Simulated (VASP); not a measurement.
# Cd (R-3m) in VASP: single point with PBE+U

Aim: the single point of Cd with PBE+U.

All numbers are computed with VASP 6.6.1; they aren't measurements. Logs are shortened: lines on timing, memory, paths and dates and some standing lists are left out, and cuts for length are marked.

### 1 The cell of the first run

It takes space group R-3m (No. 166, trigonal). Conventional cell: a = 3.216 Å, b = 3.216 Å, c = 7.348 Å, α = 90.00°, β = 90.00°, γ = 120.00°. Within 4.0 Å of Cd (site symmetry -3m) lie 12 Cd at 3.07 to 3.22 Å.

### 2 Single point, PBE+U

Contents of INCAR:

```
PREC     = Accurate       # precision mode
ENCUT    = 500            # plane-wave cutoff, eV
EDIFF    = 1E-6           # SCF threshold, eV
ISMEAR   = 1              # smearing method
SIGMA    = 0.06802846561497 # smearing width, eV
LREAL    = F              # projectors in reciprocal space
LASPH    = T              # aspherical terms in the spheres
NELM     = 200            # most SCF steps
ALGO     = Normal         # electronic algorithm
ISIF     = 2              # what is computed and relaxed
LWAVE    = F              # write WAVECAR
LCHARG   = F              # write CHGCAR
LDAU     = T              # DFT+U
LDAUTYPE = 1            
LDAUL    = 2              # shell
LDAUU    = 4.9            # U, eV
LDAUJ    = 0.39         
LDAUPRINT= 1            
GGA      = PE             # functional
NBANDS   = 12             # bands
GGA_COMPAT= F
```

Contents of KPOINTS:

```
Automatic mesh
0
Gamma
  5 5 5
```

Contents of POSCAR:

```
Cd
1.0
    1.6080291515      0.9283960635      2.4492874100
   -1.6080291515      0.9283960635      2.4492874100
    0.0000000000     -1.8567921270      2.4492874100
Cd
1
Direct
   -0.0022838721     -0.0184034267      0.0525439719
```

Potentials or basis: VASP PAW PBE potentials, release 64 (Cd).

On the command line:

```bash
> cat potpaw_PBE.64/Cd/POTCAR > POTCAR
> mpirun -np 1 vasp_std > vasp.out
```

OUTCAR:

```text
PREC = Accurate
   ENCUT = 500
   EDIFF = 1E-6
   ISMEAR = 1
   LREAL = F
   LASPH = T
   NELM = 200
   ISIF = 2
   GGA = PE

 ion  position               nearest neighbor table
   1  0.998  0.982  0.053-

  LATTYP: Found a trigonal (rhomboedric) cell.
 ALAT       =     3.0735461310
 COS(alpha) =     0.4525576903

  Lattice vectors:

 A1 = (   1.6080291515,   0.9283960635,   2.4492874100)
 A2 = (  -1.6080291515,   0.9283960635,   2.4492874100)
 A3 = (   0.0000000000,  -1.8567921270,   2.4492874100)

Analysis of symmetry for initial positions (statically):
=====================================================================
 Subroutine PRICEL returns:
 Original cell was already a primitive cell.

 Routine SETGRP: Setting up the symmetry group for a
 trigonal (rhombohedral) supercell.

 Subroutine GETGRP returns: Found 12 space group operations
 (whereof  1 operations were pure point group operations)
 out of a pool of 12 trial point group operations.

The static configuration has the point symmetry C_1 .
 The point group associated with its full space group is D_3d.

Analysis of symmetry for dynamics (positions and initial velocities):
=====================================================================
 Subroutine PRICEL returns:
 Original cell was already a primitive cell.

 Routine SETGRP: Setting up the symmetry group for a
 trigonal (rhombohedral) supercell.

 Subroutine GETGRP returns: Found 12 space group operations
 (whereof  1 operations were pure point group operations)
 out of a pool of 12 trial point group operations.

The dynamic configuration has the point symmetry C_1 .
 The point group associated with its full space group is D_3d.

 Subroutine INISYM returns: Found 12 space group operations
 (whereof  1 operations are pure point group operations),
 and found     1 'primitive' translations

----------------------------------------------------------------------------------------

                                     Primitive cell

  volume of cell :      21.9391

  direct lattice vectors                    reciprocal lattice vectors
     1.608029152  0.928396064  2.449287410     0.310939637  0.179521083  0.136094005
    -1.608029152  0.928396064  2.449287410    -0.310939637  0.179521083  0.136094005
     0.000000000 -1.856792127  2.449287410     0.000000000 -0.359042166  0.136094005

  length of vectors
     3.073546131  3.073546131  3.073546131     0.383969862  0.383969862  0.383969862

  position of ions in fractional coordinates (direct lattice)
     0.997716128  0.981596573  0.052543972

  ion indices of the primitive-cell ions
   primitive index   ion index
                 1           1

----------------------------------------------------------------------------------------

 KPOINTS: Automatic mesh

Automatic generation of k-mesh.
 Grid dimensions read from file:
 generate k-points for:    5    5    5

 Generating k-lattice:

  Cartesian coordinates                     Fractional coordinates (reciprocal lattice)
     0.062187927  0.035904217  0.027218801     0.200000000 -0.000000000  0.000000000
    -0.062187927  0.035904217  0.027218801    -0.000000000  0.200000000  0.000000000
     0.000000000 -0.071808433  0.027218801     0.000000000  0.000000000  0.200000000

  Length of vectors
     0.076793972  0.076793972  0.076793972

  Shift w.r.t. Gamma in fractional coordinates (k-lattice)
     0.000000000  0.000000000  0.000000000

 Subroutine IBZKPT returns following result:
 ===========================================

 Found     19 irreducible k-points:
[... 34 lines left out ...]
   ISPIN  =      1    spin polarized calculation?
   LNONCOLLINEAR =      F non collinear calculations
   LSORBIT =      F    spin-orbit coupling
   LASPH  =      T    aspherical Exc in radial PAW
   ENCUT  =  500.0 eV  36.75 Ry    6.06 a.u.   5.60  5.60  5.60*2*pi/ulx,y,z
   NELM   =    200;   NELMIN=  2; NELMDL= -5     # of ELM steps
   EDIFF  = 0.1E-05   stopping-criterion for ELM
   LREAL  =      F    real-space projection
   EDIFFG = 0.1E-04   stopping-criterion for IOM
   NSW    =      0    number of steps for IOM
   IBRION =     -1    ionic relax: 0-MD 1-quasi-New 2-CG
   NFREE  =      0    steps in history (QN), initial steepest desc. (CG)
   ISIF   =      2    stress and relaxation
   ISYM   =      2    0-nonsym 1-usesym 2-fastsym
   POTIM  = 0.5000    time-step for ionic-motion
   TEBEG  =    0.0;   TEEND  =   0.0 temperature during run
   PSTRESS=    0.0 pullay stress
   NELECT =      12.0000    total number of electrons
   NUPDOWN=      -1.0000    fix difference up-down
   EMIN   =  10.00;   EMAX   =-10.00  energy-range for DOS
   EFERMI =   0.00;   METHOD = LEGACY
   ISMEAR =     1;   SIGMA  =   0.07  broadening in eV -4-tet -1-fermi 0-gaus
   EFERMI_NEDOS =   21; number of points for ismear=-14 and -15
   IALGO  =     38    algorithm
   IMIX   =      4    mixing-type and parameters
     AMIX     =   0.40;   BMIX     =  1.00
     AMIX_MAG =   1.60;   BMIX_MAG =  1.00
  volume/ion in A,a.u.               =      21.94       148.05
  Fermi-wavevector in a.u.,A,eV,Ry     =   1.338842  2.530044 24.388398  1.792497
  Thomas-Fermi vector in A             =   2.467280
   LORBIT       =      0    0 simple, 1 ext, 2 COOP (PROOUT), +10 PAW based schemes
 LDA+U is selected, type is set to LDAUTYPE =  1
   angular momentum for each species LDAUL =     2
   U (eV)           for each species LDAUU =   4.9
   J (eV)           for each species LDAUJ =   0.4
   GGA     = PE    functional components
   LHFCALC =     F    Hartree Fock is set to
   AEXX    =    0.0000 exact exchange contribution
   IVDW    =     0    specifies the selected vdW correction
   LEPSILON=     F    determine dielectric tensor
   LRPA    =     F    only Hartree local field effects (RPA)
 non-spin polarized calculation
 Methfessel and Paxton  Order N= 1 SIGMA  =   0.07
  energy-cutoff  :      500.00
  volume of cell :       21.94
 maximum number of plane-waves:       574
   NGX = 11   NGY = 11   NGZ = 11

atom =   1  type =  1  l = 2

 onsite density matrix

spin component  1

  0.9748  0.0000  0.0000  0.0009  0.0000
  0.0000  0.9740  0.0000 -0.0000  0.0009
  0.0000  0.0000  0.9740 -0.0000  0.0000
  0.0009 -0.0000 -0.0000  0.9740  0.0000
  0.0000  0.0009  0.0000  0.0000  0.9748

spin component  2

  0.9748  0.0000  0.0000  0.0009  0.0000
  0.0000  0.9740  0.0000 -0.0000  0.0009
  0.0000  0.0000  0.9740 -0.0000  0.0000
  0.0009 -0.0000 -0.0000  0.9740  0.0000
  0.0000  0.0009  0.0000  0.0000  0.9748

 occupancies and eigenvectors

  o =  0.9734  v = -0.5306  0.0000  0.0000  0.8476 -0.0000  0.0000  0.0000  0.0000  0.0000  0.0000      0.0000  0.0000  0.0000  0.0000  0.0000  0.0000  0.0000  0.0000  0.0000  0.0000
  o =  0.9734  v =  0.0000  0.0000  0.0000  0.0000  0.0000 -0.5306  0.0000  0.0000  0.8476 -0.0000      0.0000  0.0000  0.0000  0.0000  0.0000  0.0000  0.0000  0.0000  0.0000  0.0000
  o =  0.9734  v =  0.0000  0.8476  0.0000 -0.0000 -0.5306  0.0000  0.0000  0.0000  0.0000  0.0000      0.0000  0.0000  0.0000  0.0000  0.0000  0.0000  0.0000  0.0000  0.0000  0.0000
  o =  0.9734  v =  0.0000  0.0000  0.0000  0.0000  0.0000  0.0000  0.8476  0.0000 -0.0000 -0.5306      0.0000  0.0000  0.0000  0.0000  0.0000  0.0000  0.0000  0.0000  0.0000  0.0000
  o =  0.9740  v =  0.0000 -0.0000  1.0000 -0.0000 -0.0000  0.0000  0.0000  0.0000  0.0000  0.0000      0.0000  0.0000  0.0000  0.0000  0.0000  0.0000  0.0000  0.0000  0.0000  0.0000
  o =  0.9740  v =  0.0000  0.0000  0.0000  0.0000  0.0000  0.0000 -0.0000  1.0000 -0.0000 -0.0000      0.0000  0.0000  0.0000  0.0000  0.0000  0.0000  0.0000  0.0000  0.0000  0.0000
  o =  0.9754  v = -0.8476 -0.0000 -0.0000 -0.5306 -0.0000  0.0000  0.0000  0.0000  0.0000  0.0000      0.0000  0.0000  0.0000  0.0000  0.0000  0.0000  0.0000  0.0000  0.0000  0.0000
  o =  0.9754  v =  0.0000  0.0000  0.0000  0.0000  0.0000 -0.8476 -0.0000 -0.0000 -0.5306 -0.0000      0.0000  0.0000  0.0000  0.0000  0.0000  0.0000  0.0000  0.0000  0.0000  0.0000
  o =  0.9754  v = -0.0000  0.5306  0.0000 -0.0000  0.8476  0.0000  0.0000  0.0000  0.0000  0.0000      0.0000  0.0000  0.0000  0.0000  0.0000  0.0000  0.0000  0.0000  0.0000  0.0000
  o =  0.9754  v =  0.0000  0.0000  0.0000  0.0000  0.0000 -0.0000  0.5306  0.0000 -0.0000  0.8476      0.0000  0.0000  0.0000  0.0000  0.0000  0.0000  0.0000  0.0000  0.0000  0.0000

 number of electron      12.0000000 magnetization

 Free energy of the ion-electron system (eV)
  ---------------------------------------------------
  ext. energy  EPLUGINS =         0.00000000
  ---------------------------------------------------
  free energy    TOTEN  =         0.11318846 eV

  energy without entropy =        0.11503074  energy(sigma->0) =        0.11380255

 E-fermi :   2.5977     XC(G=0): -10.8995

 val. band max:        2.3072366849   @ k =  -0.4000   0.2000   0.2000
 cond. band min:       2.5976539427   @ k =  -0.4000   0.2000  -0.0000
 fundamental gap:      0.2904172579
 Fermi energy:         2.5976539422

 k-point     1 :       0.0000    0.0000    0.0000
  band No.  band energies     occupation
      1      -8.3978      2.00000
      2      -8.3978      2.00000
      3      -8.1823      2.00000
      4      -7.8747      2.00000
      5      -7.8747      2.00000
      6      -5.9090      2.00000
      7      16.3119      0.00000
      8      16.9888      0.00000
      9      16.9888      0.00000
     10      19.0637      0.00000
     11      19.0637      0.00000
     12      19.8208      0.00000
[... 256 lines left out ...]
 k-point    19 :      -0.4000    0.4000    0.4000
  band No.  band energies     occupation
      1      -8.4909      2.00000
      2      -8.3212      2.00000
      3      -8.1127      2.00000
      4      -7.7789      2.00000
      5      -7.5834      2.00000
      6       1.4094      2.00000
      7       3.4262     -0.00000
      8       8.6908      0.00000
      9      12.4241      0.00000
     10      14.0263      0.00000
     11      20.3750      0.00000
     12      20.9528      0.00000

------------------------ aborting loop because EDIFF is reached ----------------------------------------

  FORCE on cell =-STRESS in cart. coord.  units (eV):
  Direction    XX          YY          ZZ          XY          YZ          ZX
  --------------------------------------------------------------------------------------
  -------------------------------------------------------------------------------------
  Total        0.4086833      0.4086833      0.4131489      0.0000000      0.0000000      0.0000000
  in kB       29.8455256     29.8455256     30.1716430      0.0000000      0.0000000      0.0000000
  external PRESSURE =      29.9542314 kB  Pullay stress =       0.0000000 kB

 VOLUME and BASIS-vectors are now :
 -----------------------------------------------------------------------------
  energy-cutoff  :      500.00
  volume of cell :       21.94
      direct lattice vectors                 reciprocal lattice vectors
     1.608029152  0.928396064  2.449287410     0.310939637  0.179521083  0.136094005
    -1.608029152  0.928396064  2.449287410    -0.310939637  0.179521083  0.136094005
     0.000000000 -1.856792127  2.449287410     0.000000000 -0.359042166  0.136094005

 POSITION                                       TOTAL-FORCE (eV/Angst)
 -----------------------------------------------------------------------------------
      0.02592      1.74002      4.97660         0.000000     -0.000000     -0.000000
 -----------------------------------------------------------------------------------
    total drift:                                0.000012      0.000001     -0.000003

  FREE ENERGIE OF THE ION-ELECTRON SYSTEM (eV)
  ---------------------------------------------------
  free  energy   TOTEN  =         0.1131884586 eV

  energy  without entropy=        0.1150307439  energy(sigma->0) =        0.11380255
```

Wall time 7.6 s (1 thread of Intel Xeon 8259CL, shared host); peak memory 0.14 GiB.

Results:

| Property | Result |
| --- | --- |
| Free energy | 0.1132 eV |
| Pressure | 3.0 GPa |
| Band gap on the k mesh | zero (band 6 reaches 2.96 eV, above the bottom of band 7 at 2.31 eV) |

Levels at points of the mesh, in eV from the Fermi level:
```csv
k point,band 3,band 4,band 5,band 6,band 7,band 8,band 9,band 10
"(0.00, 0.00, 0.00)",-10.78,-10.47,-10.47,-8.51,13.71,14.39,14.39,16.47
```

Eigenvalues of the final occupation matrices:
| site | spin | trace | eigenvalues |
| --- | --- | --- | --- |
| site 1 d | 1 | 4.87 | 0.97 0.97 0.97 0.98 0.98 |
| site 1 d | 2 | 4.87 | 0.97 0.97 0.97 0.98 0.98 |

Caveat: the k points lie up to 0.48 Å⁻¹ apart; U without spin polarisation on a metal has little footing; the U is typed as a test and isn't derived for this compound.
